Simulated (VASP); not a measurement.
# Mg5CdTe6 (P-4m2) in VASP: notebook, part 2 of 2

VASP 6.6.1. Earlier steps stand in the parts before.

**3. Single point, PBE**

This run uses another cell than the first one, of 34.77 Å³/atom.

The input, INCAR:

```
PREC     = Accurate       # precision mode
ENCUT    = 520            # plane-wave cutoff, eV
EDIFF    = 1E-6           # SCF threshold, eV
ISMEAR   = 0              # smearing method
SIGMA    = 0.02           # smearing width, eV
LREAL    = False          # projectors in reciprocal space
LASPH    = True           # aspherical terms in the spheres
NELM     = 60             # most SCF steps
ALGO     = Normal         # electronic algorithm
ISIF     = 2              # what is computed and relaxed
LWAVE    = False          # write WAVECAR
LCHARG   = True           # write CHGCAR
GGA      = PE             # functional
LELF     = True           # ELF
LVHAR    = True         
NBANDS   = 41             # bands
```

The input, KPOINTS:

```
Automatic mesh
0
Gamma
  6 6 2
```

The input, POSCAR:

```
Mg5CdTe6
1.0
    4.6198092374      0.0000000000      0.0000000000
    0.0000000000      4.6198092374      0.0000000000
    0.0000000000      0.0000000000     19.5474588496
Mg Cd Te
5 1 6
Direct
    0.0000000000      0.0000000000      0.8314081049
    0.5000000000      0.5000000000      0.6656837744
    0.0000000000      0.0000000000      0.5000000000
    0.5000000000      0.5000000000      0.3343162256
    0.0000000000      0.0000000000      0.1685918951
    0.5000000000      0.5000000000      0.0000000000
    0.5000000000      0.0000000000      0.5828386218
    0.0000000000      0.5000000000      0.4171613782
    0.5000000000      0.0000000000      0.2514470906
    0.0000000000      0.5000000000      0.0862669618
    0.5000000000      0.0000000000      0.9137330382
    0.0000000000      0.5000000000      0.7485529094
```

Potentials or basis: VASP PAW PBE potentials, release 64 (Mg, Cd, Te).

Started as:

```
$ cat potpaw_PBE.64/Mg/POTCAR potpaw_PBE.64/Cd/POTCAR potpaw_PBE.64/Te/POTCAR > POTCAR
$ mpirun -np 1 vasp_std > vasp.out
```

Wall time 3.8 min (1 thread of AMD EPYC 9R45 (Zen 5), shared host); peak memory 0.61 GiB.

The run converged. Its results:

* Free energy: -36.8154 eV
* Pressure: 0.0 GPa
* Largest force: 0.019 eV/Å
* Band gap on the k mesh: 1.89 eV

Forces in eV/Å, atoms in the order of the input:
```
Mg   0.000  0.000  0.000
Mg   0.000  0.000  0.000
Mg   0.000  0.000  0.000
Mg   0.000  0.000  0.000
Mg   0.000  0.000  0.000
Cd   0.000  0.000  0.000
Te   0.000  0.000  0.000
Te   0.000  0.000  0.000
Te   0.000  0.000  0.000
Te   0.000  0.000  0.019
Te   0.000  0.000 -0.019
Te   0.000  0.000  0.000
```

Levels at points of the mesh, in eV from the valence-band top:
| k point | band 26 | band 27 | band 28 | band 29 | band 30 | band 31 | band 32 | band 33 |
| --- | --- | --- | --- | --- | --- | --- | --- | --- |
| (0.00, 0.00, 0.00) | -0.40 | -0.05 | 0.00 | 0.00 | 1.89 | 2.79 | 3.10 | 3.31 |
| (0.50, 0.00, 0.00) | -0.58 | -0.58 | -0.54 | -0.29 | 2.66 | 3.28 | 3.29 | 3.33 |
| (0.50, 0.50, 0.00) | -1.29 | -1.28 | -1.28 | -1.28 | 2.79 | 2.79 | 3.01 | 3.50 |
| (0.00, 0.00, 0.50) | -0.26 | -0.26 | -0.04 | -0.04 | 2.22 | 2.63 | 2.86 | 3.03 |
| (0.50, 0.00, 0.50) | -0.54 | -0.52 | -0.47 | -0.29 | 2.55 | 3.02 | 3.56 | 3.84 |
| (0.50, 0.50, 0.50) | -1.36 | -1.36 | -1.35 | -1.35 | 3.02 | 3.02 | 3.14 | 3.16 |

Caveat: spin-orbit coupling is left out, which moves the levels of the heavy elements.

**4. Relaxation of cell and atoms, PBE**

This run uses another cell than the first one, of 34.52 Å³/atom.

The input, INCAR:

```
SYSTEM = Mg5CdTe6
ALGO     = Normal         ! electronic algorithm
EDIFF    = 1E-6           ! SCF threshold, eV
EDIFFG   = -0.01          ! ionic threshold
ENCUT    = 600            ! plane-wave cutoff, eV
GGA      = PE             ! functional
IBRION   = 2              ! ionic algorithm
ISIF     = 3              ! what is computed and relaxed
ISMEAR   = 0              ! smearing method
LASPH    = .True.         ! aspherical terms in the spheres
LCHARG   = .False.        ! write CHGCAR
LREAL    = .False.        ! projectors in reciprocal space
LWAVE    = .False.        ! write WAVECAR
NELM     = 80             ! most SCF steps
NSW      = 100            ! ionic steps
PREC     = Accurate       ! precision mode
SIGMA    = 0.02           ! smearing width, eV
```

The input, KPOINTS:

```
k-points
0
Gamma
  6 6 2
  0 0 0
```

The input, POSCAR:

```
Mg5CdTe6
1.0
    4.6069360673      0.0000000000      0.0000000000
    0.0000000000      4.6069360673      0.0000000000
    0.0000000000      0.0000000000     19.5164842424
Mg Cd Te
5 1 6
Direct
    0.0000000000      0.0000000000      0.8318045736
    0.5000000000      0.5000000000      0.6660123963
    0.0000000000      0.0000000000      0.5000000000
    0.5000000000      0.5000000000      0.3339876037
    0.0000000000      0.0000000000      0.1681954264
    0.5000000000      0.5000000000      0.0000000000
    0.5000000000      0.0000000000      0.5830080096
    0.0000000000      0.5000000000      0.4169919904
    0.5000000000      0.0000000000      0.2509872225
    0.0000000000      0.5000000000      0.0860791007
    0.5000000000      0.0000000000      0.9139208993
    0.0000000000      0.5000000000      0.7490127775
```

Started as:

```
$ cat potpaw_PBE.64/Mg/POTCAR potpaw_PBE.64/Cd/POTCAR potpaw_PBE.64/Te/POTCAR > POTCAR
$ mpirun -np 1 vasp_std > vasp.out
```

Run time: 51 min. Hardware: 1 thread of Oxide Virtual Turin-like, shared host; peak memory 0.79 GiB.

Results (log left out):

```yaml
Free_energy: -36.8155 eV
Relaxed_volume: 34.76 Å³/atom
Relaxed_cell: a = 4.621 Å, b = 4.621 Å, c = 19.532 Å, α = 90.00°, β = 90.00°, γ = 90.00°
Space_group_after_relaxing_to_0.1_Å: P-4m2 (No. 115)
Energy_gained_by_relaxing: 0.2 meV/atom
Ionic_steps: 8
Pressure_after_relaxing: 0.0 GPa
Largest_force_after_relaxing: 0.008 eV/Å
Band_gap_on_the_k_mesh: 1.90 eV
```

Forces in eV/Å, atoms in the order of the input:
```
Mg   0.000  0.000 -0.003
Mg   0.000  0.000 -0.008
Mg   0.000  0.000  0.000
Mg   0.000  0.000  0.008
Mg   0.000  0.000  0.003
Cd   0.000  0.000  0.000
Te   0.000  0.000 -0.005
Te   0.000  0.000  0.005
Te   0.000  0.000  0.004
Te   0.000  0.000 -0.007
Te   0.000  0.000  0.007
Te   0.000  0.000 -0.004
```

The path:
```tsv
step	energy change (eV)	largest force (eV/Å)	pressure (GPa)	volume (Å³)
1	0.0000	0.0236	0.24	414.22
2	-0.0022	0.0133	-0.02	417.38
3	-0.0022	0.0139	-0.01	417.16
4	-0.0022	0.0143	0.00	417.05
5	-0.0023	0.0120	0.01	417.04
6	-0.0024	0.0119	0.01	417.02
7	-0.0025	0.0119	0.01	416.96
8	-0.0025	0.0079	-0.01	417.16
```

Final structure:
```yaml
crystal:
  lattice:
    - [4.62140, 0.00000, 0.00000]
    - [0.00000, 4.62140, 0.00000]
    - [0.00000, 0.00000, 19.53236]
  atoms:
    - { symbol: Mg, position: [0.00000, 0.00000, 0.83140] }
    - { symbol: Mg, position: [0.50000, 0.50000, 0.66587] }
    - { symbol: Mg, position: [0.00000, 0.00000, 0.50000] }
    - { symbol: Mg, position: [0.50000, 0.50000, 0.33413] }
    - { symbol: Mg, position: [0.00000, 0.00000, 0.16860] }
    - { symbol: Cd, position: [0.50000, 0.50000, 0.00000] }
    - { symbol: Te, position: [0.50000, 0.00000, 0.58297] }
    - { symbol: Te, position: [0.00000, 0.50000, 0.41703] }
    - { symbol: Te, position: [0.50000, 0.00000, 0.25133] }
    - { symbol: Te, position: [0.00000, 0.50000, 0.08647] }
    - { symbol: Te, position: [0.50000, 0.00000, 0.91353] }
    - { symbol: Te, position: [0.00000, 0.50000, 0.74867] }
```

Levels at points of the mesh, in eV from the valence-band top:
| k point | band 26 | band 27 | band 28 | band 29 | band 30 | band 31 | band 32 | band 33 |
| --- | --- | --- | --- | --- | --- | --- | --- | --- |
| (0.00, 0.00, 0.00) | -0.40 | -0.05 | 0.00 | 0.00 | 1.90 | 2.79 | 3.10 | 3.31 |
| (0.50, 0.00, 0.00) | -0.58 | -0.58 | -0.54 | -0.29 | 2.66 | 3.29 | 3.29 | 3.33 |
| (0.50, 0.50, 0.00) | -1.29 | -1.28 | -1.28 | -1.27 | 2.79 | 2.79 | 3.01 | 3.51 |
| (0.00, 0.00, 0.50) | -0.26 | -0.26 | -0.04 | -0.04 | 2.22 | 2.64 | 2.87 | 3.03 |
| (0.50, 0.00, 0.50) | -0.54 | -0.52 | -0.47 | -0.29 | 2.55 | 3.02 | 3.56 | 3.84 |
| (0.50, 0.50, 0.50) | -1.35 | -1.35 | -1.34 | -1.34 | 3.03 | 3.03 | 3.14 | 3.16 |

Caveat: spin-orbit coupling is left out, which moves the levels of the heavy elements. A k mesh can miss the band edges.

**5. The runs side by side**

```tsv
task	cell	k mesh	cutoff (eV)	smearing	gap on the mesh (eV)	pressure (GPa)	relaxed volume (Å³/atom)	largest force (eV/Å)
relaxation of cell and atoms	relaxed from a = 4.209, b = 4.209, c = 17.858 Å, 12 atoms, atomic positions A	4 × 4 × 1	600	gaussian 0.1 eV	1.90	0.0	34.78	0.04
single point	a = 4.620, b = 4.620, c = 19.547 Å, 12 atoms, atomic positions B	6 × 6 × 2	520	gaussian 0.02 eV	1.89	0.0	-	0.02
relaxation of cell and atoms	relaxed from a = 4.607, b = 4.607, c = 19.516 Å, 12 atoms, atomic positions C	6 × 6 × 2	600	gaussian 0.02 eV	1.90	0.0	34.76	0.01
```

Alike in all rows: level PBE; potentials or basis VASP PAW PBE potentials, release 64 (Mg, Cd, Te); no spin polarisation.

Caveats: spin-orbit coupling is left out, which moves the levels of the heavy elements; the volume moved by over 15 % at a fixed basis, so the end points are rough (at least some runs).

Absolute energies hang on the potentials; compare differences alone.
